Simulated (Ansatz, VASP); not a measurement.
**Two plane-wave programs on MgB2**

```
Mg B
1.0
     3.06573    0.00000    0.00000
    -1.53287    2.65500    0.00000
     0.00000    0.00000    3.52051
Mg B
1 2
Direct
  0.00000 0.00000 0.00000
  0.33333 0.66667 0.50000
  0.66667 0.33333 0.50000
```

Alike in both runs: task relaxation of cell and atoms; functional r2SCAN; k mesh 15 × 15 × 12; occupations fermi-dirac, width 0.15 eV; no spin polarisation.

|  | VASP | Ansatz |
| --- | --- | --- |
| version | VASP 6.6.1 | Ansatz 0.2.0 |
| potentials or method | VASP PAW PBE potentials, release 64 (Mg, B), cutoff 600 eV | scalar-relativistic, plane waves, PAW |
| valence electrons in the cell | 8 | 16 |

VASP gave:

| Property | Result |
| --- | --- |
| gap on the k mesh at the Fermi level, each at its own relaxed structure (eV) | none |
| relaxed volume (Å³/atom) | 9.52 |
| relaxed length of the cell vector where the two differ most in proportion (Å) | 3.505 |

What did Ansatz give for the same quantities?

gap on the k mesh at the Fermi level, each at its own relaxed structure (eV): none; relaxed volume (Å³/atom): 9.55; relaxed length of the cell vector where the two differ most in proportion (Å): 3.513.

VASP's potentials were made for PBE, not for r2SCAN. A gap of «none» marks a metal or a gap that the smearing closes. VASP's potentials hold 8 valence electrons a cell and Ansatz's 16, so a difference there can come from the potentials and not from the codes.
